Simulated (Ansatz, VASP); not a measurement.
WSe2 in VASP and in Ansatz

```
W Se
1.0
     3.24861    0.00000    0.00000
    -1.62430    2.81338    0.00000
     0.00000    0.00000   23.62832
W Se
2 4
Direct
  0.66667 0.33333 0.13547
  0.33333 0.66667 0.86453
  0.33333 0.66667 0.20589
  0.66667 0.33333 0.93511
  0.33333 0.66667 0.06489
  0.66667 0.33333 0.79411
```

Alike in both runs: functional LDA; k mesh 9 × 9 × 2; occupations gaussian, width 0.02 eV; no spin polarisation.

Ansatz relaxed the structure, and its values are those at the end. VASP's run is a single point on that final structure, the one shown.

|  | VASP | Ansatz |
| --- | --- | --- |
| version | VASP 6.6.1 | Ansatz 0.2.0 |
| potentials or method | VASP PAW LDA potentials, release 64 (W_sv, Se), cutoff 520 eV | scalar-relativistic, plane waves, PAW |
| valence electrons in the cell | 52 | 92 |

Ansatz gave:

```
gap on the k mesh at the Fermi level (eV) : 1.39
least direct gap on the mesh (eV)         : 1.68
rms of the force components (eV/Å)        : 0.000
```

What did VASP give for the same quantities?

gap on the k mesh at the Fermi level (eV): 1.38; least direct gap on the mesh (eV): 1.69; rms of the force components (eV/Å): 0.049.

Ansatz warns that its potentials were made for another functional, while VASP's fit it. LDA's correlation is that of Perdew and Zunger in VASP and of Perdew and Wang (1992) in Ansatz. VASP's potentials hold 52 valence electrons a cell and Ansatz's 92, so a difference there can come from the potentials and not from the codes.

Spin-orbit coupling is off throughout.
